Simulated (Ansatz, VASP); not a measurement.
**Two plane-wave programs on Al**

```
Al
1.0
     0.00000    1.96326    1.99362
     1.96326    0.00000    1.99362
     1.96326    1.96326    0.00000
Al
1
Cartesian
  0.0000 0.0000 0.0000
```

Change from the starting cell: strain -0.030 along x and y, -0.015 along z, atoms carried along.

Alike in both runs: task single point; functional PBEsol; k mesh 20 × 20 × 20; occupations gaussian, width 0.15 eV; no spin polarisation.

|  | VASP | Ansatz |
| --- | --- | --- |
| version | VASP 6.6.1 | Ansatz 0.2.0 |
| potentials or method | VASP PAW PBE potentials, release 64 (Al), cutoff 520 eV | scalar-relativistic, plane waves, PAW |
| valence electrons in the cell | 3 | 3 |

```tsv
	VASP	Ansatz	Ansatz less VASP
gap on the k mesh at the Fermi level (eV)	none	none	-
pressure (GPa)	4.8	4.7	-0.09
traceless stress, the component that is largest in VASP (GPa)	-0.52	-0.51	+0.007
```

VASP's potentials were made for PBE, not for PBEsol. A gap of «none» marks a metal or a gap that the smearing closes. With one functional, cell and mesh, what is left measures potentials, basis and numerics.
